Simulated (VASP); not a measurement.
Sc, 2 atoms in the cell. The structure is hexagonal, space group P6_3/mmc (No. 194). Conventional cell: a = 3.319 Å, b = 3.319 Å, c = 5.163 Å, α = 90.00°, β = 90.00°, γ = 120.00°. Sc (site symmetry -6m2) has 12 Sc at 3.21 to 3.32 Å within 4.2 Å. 

```yaml
Program: VASP 6.6.1
Task: single point
Functional: PBE
Potentials_or_basis: VASP PAW PBE potentials, release 64 (Sc_sv)
Cutoff: 520 eV
k_mesh: 15 × 15 × 8
Occupations: gaussian, width 0.1 eV
Spin: no spin polarisation
Dipole_correction: no
Further_INCAR_settings: ALGO = Normal; EDIFF = 1e-07; NBANDS = 18
```

Potentials or basis: VASP PAW PBE potentials, release 64 (Sc_sv).

Command:

```console
$ cat potpaw_PBE.64/Sc_sv/POTCAR > POTCAR
$ mpirun -np 1 vasp_std > vasp.out
```

Hardware: 1 thread of Intel Xeon 6975P-C, with other jobs on the host.

**Question.** Estimate the wall time of this run.

**Answer.** Run time: 110 s on 1 thread of Intel Xeon 6975P-C, on a shared host, peak memory 0.25 GiB. Counts: scf iterations 14, k points 135.
